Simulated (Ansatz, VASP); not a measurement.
## BC5: VASP beside Ansatz

INCAR

```
SYSTEM = BC5
ALGO     = Normal         ! electronic algorithm
EDIFF    = 1E-6           ! SCF threshold, eV
ENCUT    = 520            ! plane-wave cutoff, eV
GGA      = PE             ! functional
ISIF     = 2              ! what is computed and relaxed
ISMEAR   = -1             ! smearing method
LASPH    = .True.         ! aspherical terms in the spheres
LCHARG   = .False.        ! write CHGCAR
LREAL    = .False.        ! projectors in reciprocal space
LWAVE    = .False.        ! write WAVECAR
NBANDS   = 20             ! bands
NELM     = 100            ! most SCF steps
PREC     = Accurate       ! precision mode
SIGMA    = 0.05           ! smearing width, eV
```

The input KPOINTS:

```
k-points
0
Gamma
  15 15 15
  0 0 0
```

File POSCAR:

```
BC5
1.0
   -1.2580250000      1.2580250000      5.7048810000
    1.2580250000     -1.2580250000      5.7048810000
    1.2580250000      1.2580250000     -5.7048810000
C B
5 1
Direct
    0.0801160000      0.5801160000      0.5000000000
    0.4198840000      0.9198840000      0.5000000000
    0.5000000000      0.5000000000      0.0000000000
    0.1562810000      0.1562810000      0.0000000000
    0.8437190000      0.8437190000      0.0000000000
    0.7500000000      0.2500000000      0.5000000000
```

File input.yaml:

```yaml
crystal:
  lattice:
    - [-1.258025, 1.258025, 5.704881]
    - [1.258025, -1.258025, 5.704881]
    - [1.258025, 1.258025, -5.704881]
  atoms:
    - { symbol: C, position: [0.080116, 0.580116, 0.5] }
    - { symbol: C, position: [0.419884, 0.919884, 0.5] }
    - { symbol: C, position: [0.5, 0.5, 0.0] }
    - { symbol: C, position: [0.156281, 0.156281, 0.0] }
    - { symbol: C, position: [0.843719, 0.843719, 0.0] }
    - { symbol: B, position: [0.75, 0.25, 0.5] }
hamiltonian:
  xc: pbe
  pseudopotentials: { kind: paw }
kpoints:
  mp_grid: { grid: [15, 15, 15] }
scf:
  occupations: { method: fermi_dirac, width: 0.05 }
output:
  forces: true
  stress: true
  eigenvalues: true
  write_density: true
  write_potential: true
  elf: true
  volumetric_format: npy
```

Alike in both runs: task single point; functional PBE; k mesh 15 × 15 × 15; occupations fermi-dirac, width 0.05 eV; no spin polarisation.

```csv
,VASP,Ansatz
version,VASP 6.6.1,Ansatz 0.2.0
potentials or method,"VASP PAW PBE potentials, release 64 (C, B)",Ansatz PAW
plane-wave cutoff (eV),520,420
valence electrons in the cell,23,23
```

Ansatz gave:

| Property | Result |
| --- | --- |
| gap on the k mesh at the Fermi level (eV) | none |
| pressure (GPa) | -0.8 |
| traceless stress, the component that is largest in VASP (GPa) | -1.39 |
| rms of the force components (eV/Å) | 0.011 |

What did VASP give for the same quantities?

gap on the k mesh at the Fermi level (eV): none; pressure (GPa): -0.3; traceless stress, the component that is largest in VASP (GPa): -1.41; rms of the force components (eV/Å): 0.009.

Atom by atom the forces differ by 0.008 eV/Å (rms over components). A gap of «none» marks a metal or a gap that the smearing closes.
